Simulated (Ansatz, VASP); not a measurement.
**Two plane-wave programs on BaZrO3**

```
CELL_PARAMETERS angstrom
4.19134 0.00000 0.00000
0.00000 4.19134 0.00000
0.00000 0.00000 4.19134
ATOMIC_POSITIONS crystal
Ba 0.00000 0.00000 0.00000
Zr 0.50000 0.50000 0.50000
O 0.50000 0.50000 0.00000
O 0.50000 0.00000 0.50000
O 0.00000 0.50000 0.50000
```

Alike in both runs: task relaxation of cell and atoms; functional RPBE; dispersion D4; k mesh 6 × 6 × 6; occupations fermi-dirac, width 0.05 eV; no spin polarisation.

|  | VASP | Ansatz |
| --- | --- | --- |
| version | VASP 6.6.1 | Ansatz 0.2.0 |
| potentials or method | VASP PAW PBE potentials, release 64 (Ba_sv, Zr_sv, O) | Ansatz PAW |
| plane-wave cutoff (eV) | 600 | 420 |
| valence electrons in the cell | 40 | 40 |

Ansatz gave:

| Quantity | Value |
| --- | --- |
| relaxed volume (Å³/atom) | 15.03 |
| relaxed length of the cell vector where the two differ most in proportion (Å) | 4.220 |

What did VASP give for the same quantities?

Relaxed volume (Å³/atom): 15.11; relaxed length of the cell vector where the two differ most in proportion (Å): 4.228.

VASP's potentials were made for PBE, not for RPBE.

Neither program's run includes spin-orbit coupling. Noted on Ansatz's run: the plane-wave basis is chosen anew once the cell has moved, so the energies of steps on either side of that aren't comparable.
